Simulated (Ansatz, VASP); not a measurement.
# One calculation of ZrN, two programs

```
Zr N
1.0
     0.00000    2.28423    2.28423
     2.28423    0.00000    2.28423
     2.28423    2.28423    0.00000
Zr N
1 1
Direct
  0.00000 0.00000 0.00000
  0.50000 0.50000 0.50000
```

Alike in both runs: task single point; functional LDA; k mesh 18 × 18 × 18; occupations gaussian, width 0.15 eV; no spin polarisation.

```csv
,VASP,Ansatz
version,VASP 6.6.1,Ansatz 0.2.0
potentials or method,"VASP PAW LDA potentials, release 64 (Zr_sv, N), cutoff 600 eV","scalar-relativistic, plane waves, PAW"
valence electrons in the cell,17,17
```

```tsv
	VASP	Ansatz	Ansatz less VASP
gap on the k mesh at the Fermi level (eV)	none	none	-
pressure (GPa)	-7.0	-7.7	-0.67
```

LDA's correlation is that of Perdew and Zunger in VASP and of Perdew and Wang (1992) in Ansatz. A gap of «none» marks a metal or a gap that the smearing closes.
